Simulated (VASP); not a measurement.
Here is a VASP 6.6.1 calculation.

File INCAR:

```
SYSTEM = TaN
  ALGO = Normal
  EDIFF = 1E-6
  ENCUT = 520
  GGA = PE
  ISIF = 2
  ISMEAR = 0
  LASPH = .TRUE.
  LCHARG = .FALSE.
  LREAL = .FALSE.
  LWAVE = .FALSE.
  NBANDS = 15
  NELM = 100
  PREC = Accurate
  SIGMA = 0.15
```

The input KPOINTS:

```
k-points
0
G
  20 20 20
  0 0 0
```

The input POSCAR:

```
TaN
1.0
   -0.1302332568      2.1151677224      2.1151677224
    2.1151677224     -0.1302332568      2.1151677224
    2.1151677224      2.1151677224     -0.1302332568
Ta N
1 1
Direct
    0.5000000000      0.5000000000      0.5000000000
    0.0000000000      0.0000000000      0.0000000000
```

Potentials or basis: VASP PAW PBE potentials, release 64 (Ta_pv, N).

Launch:

```sh
$ cat potpaw_PBE.64/Ta_pv/POTCAR potpaw_PBE.64/N/POTCAR > POTCAR
$ mpirun -np 1 vasp_std > vasp.out
```

(1) Predict the band gap on the k mesh.

(2) What does it give for the pressure?

Answers

(1) zero (band 8 reaches 12.29 eV, above the bottom of band 9 at 7.12 eV).

(2) 16.2 GPa.

Caveat: spin-orbit coupling is left out, which moves the levels of the heavy elements.
